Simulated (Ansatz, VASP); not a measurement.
## Two plane-wave programs on MgCdSe2

File POSCAR:

```
MgCdSe2
1.0
    1.9353163648      1.1173554242      6.3194148732
   -1.9353163648      1.1173554242      6.3194148732
    0.0000000000     -2.2347108483      6.3194148732
Mg Cd Se
1 1 2
Direct
    1.0000000000      0.0000000000      0.0000000000
    0.5000000000      0.5000000000      0.5000000000
    0.2533357355      0.2533357355      0.2533357355
    0.7466642645      0.7466642645      0.7466642645
```

File INCAR.step1:

```
  PREC = Accurate
  ENCUT = 520
  ISMEAR = 0
  SIGMA = 0.01
  LREAL = False
  LASPH = True
  NELM = 100
  NBANDS = 21
  GGA = PE
  ALGO = Normal
  EDIFF = 1E-4
  LWAVE = True
  LCHARG = False
```

Contents of INCAR.step2:

```
  PREC = Accurate
  ENCUT = 520
  EDIFF = 1E-6
  ISMEAR = 0
  SIGMA = 0.01
  LREAL = False
  LASPH = True
  NELM = 100
  ALGO = Normal
  ISIF = 2
  LWAVE = False
  LCHARG = False
  METAGGA = R2SCAN
  LMIXTAU = True
  NBANDS = 21
  ISTART = 1
```

The input KPOINTS:

```
regular mesh
0
Gamma
  6 6 6
```

Input for Ansatz:

```yaml
crystal:
  lattice:
    - [1.9353163648, 1.1173554242, 6.3194148732]
    - [-1.9353163648, 1.1173554242, 6.3194148732]
    - [0.0, -2.2347108483, 6.3194148732]
  atoms:
    - { symbol: Mg, position: [1.0, 0.0, 0.0] }
    - { symbol: Cd, position: [0.5, 0.5, 0.5] }
    - { symbol: Se, position: [0.2533357355, 0.2533357355, 0.2533357355] }
    - { symbol: Se, position: [0.7466642645, 0.7466642645, 0.7466642645] }
kpoints:
  mp_grid: { grid: [6, 6, 6] }
hamiltonian:
  xc: r2scan
scf:
  occupations: { method: fixed }
  n_extra_bands: 5
output:
  forces: true
  stress: true
  eigenvalues: true
```

Alike in both runs: task single point; functional r2SCAN; k mesh 6 × 6 × 6; no spin polarisation.

|  | VASP | Ansatz |
| --- | --- | --- |
| version | VASP 6.6.1 | Ansatz 0.2.0 |
| potentials or method | VASP PAW PBE potentials, release 64 (Mg, Cd, Se) | plane waves, PAW |
| plane-wave cutoff (eV) | 520 | 500 |
| occupations | gaussian, width 0.01 eV | fixed |
| valence electrons in the cell | 26 | 62 |

```csv
,VASP,Ansatz,Ansatz less VASP
gap on the k mesh at the Fermi level (eV),1.19,1.21,+0.025
pressure (GPa),5.0,4.9,-0.14
rms of the force components (eV/Å),0.058,0.032,-0.0258
```

VASP's potentials were made for PBE, not for r2SCAN. Atom by atom the forces differ by 0.026 eV/Å (rms over components). VASP's potentials hold 26 valence electrons a cell and Ansatz's 62, so a difference there can come from the potentials and not from the codes.
